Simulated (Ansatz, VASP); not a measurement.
Tl: VASP beside Ansatz

```
CELL_PARAMETERS angstrom
3.54357 0.00000 0.00000
-1.77179 3.06882 0.00000
0.00000 0.00000 11.44687
ATOMIC_POSITIONS crystal
Tl 0.00000 0.00000 0.00000
Tl 0.00000 0.00000 0.50000
Tl 0.33333 0.66667 0.25000
Tl 0.66667 0.33333 0.75000
```

Alike in both runs: task single point; functional r2SCAN; k mesh 12 × 12 × 4; occupations fermi-dirac, width 0.1 eV; no spin polarisation.

|  | VASP | Ansatz |
| --- | --- | --- |
| version | VASP 6.6.1 | Ansatz 0.2.0 |
| potentials or method | VASP PAW PBE potentials, release 64 (Tl_d), cutoff 520 eV | plane waves (500 eV) with PAW, scalar-relativistic |
| valence electrons in the cell | 52 | 52 |

|  | VASP | Ansatz | Ansatz less VASP |
| --- | --- | --- | --- |
| pressure (GPa) | -1.1 | -1.1 | +0.03 |

VASP's potentials were made for PBE, not for r2SCAN.

Neither program's run includes spin-orbit coupling.
